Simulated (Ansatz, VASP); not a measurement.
**Li2P: VASP beside Ansatz**

The input INCAR:

```
  ALGO = Normal
  EDIFF = 1E-7
  EDIFFG = -0.04
  ENCUT = 600
  GGA = PE
  IBRION = 2
  ISIF = 3
  ISMEAR = 0
  LASPH = T
  LCHARG = F
  LREAL = F
  LWAVE = F
  NELM = 80
  NSW = 90
  PREC = Accurate
  SIGMA = 0.1
```

The input KPOINTS:

```
k-points
0
Gamma
  6 6 6
```

POSCAR

```
Li2P
1.0
   -1.9036162235      1.9036162235      6.3974661851
    1.9036162235     -1.9036162235      6.3974661851
    1.9036162235      1.9036162235     -6.3974661851
Li P
4 2
Direct
    0.5000000000      0.0000000000      0.5000000000
    0.0000000000      0.5000000000      0.5000000000
    0.3280000000      0.3280000000      0.0000000000
    0.6720000000      0.6720000000      0.0000000000
    0.1350000000      0.1350000000      0.0000000000
    0.8650000000      0.8650000000      0.0000000000
```

Input for Ansatz:

```yaml
crystal:
  lattice:
    - [-1.9036162235, 1.9036162235, 6.3974661851]
    - [1.9036162235, -1.9036162235, 6.3974661851]
    - [1.9036162235, 1.9036162235, -6.3974661851]
  atoms:
    - { symbol: Li, position: [0.5, 0.0, 0.5] }
    - { symbol: Li, position: [0.0, 0.5, 0.5] }
    - { symbol: Li, position: [0.328, 0.328, 0.0] }
    - { symbol: Li, position: [0.672, 0.672, 0.0] }
    - { symbol: P, position: [0.135, 0.135, 0.0] }
    - { symbol: P, position: [0.865, 0.865, 0.0] }
basis:
  ecutwfc: 420
kpoints:
  mp_grid: { grid: [6, 6, 6] }
hamiltonian:
  xc: pbe
scf:
  occupations: { method: gaussian, width: 0.1 }
  lower_state_search: "off"
output:
  forces: true
  stress: true
  eigenvalues: true
relax:
  adjacent_minimum: "off"
  f_tol: 0.04
  max_steps: 70
  cell: { stress_tol: 0.4 }
```

Alike in both runs: task relaxation of cell and atoms; functional PBE; k mesh 6 × 6 × 6; occupations gaussian, width 0.1 eV; no spin polarisation.

```csv
,VASP,Ansatz
version,VASP 6.6.1,Ansatz 0.2.0
potentials or method,"VASP PAW PBE potentials, release 64 (Li_sv, P), cutoff 600 eV","scalar-relativistic, plane waves, PAW"
valence electrons in the cell,22,22
```

```tsv
	VASP	Ansatz	Ansatz less VASP
gap on the k mesh at the Fermi level, each at its own relaxed structure (eV)	none	none	-
relaxed volume (Å³/atom)	16.49	16.41	-0.088
relaxed cell length with the largest relative difference (Å)	6.443	6.450	+0.0068
```

A gap of «none» marks a metal or a gap that the smearing closes.

The k mesh is coarse, so the values compare programs but aren't converged. Noted on VASP's run: the cutoff is short for stress, so the pressure is rough.
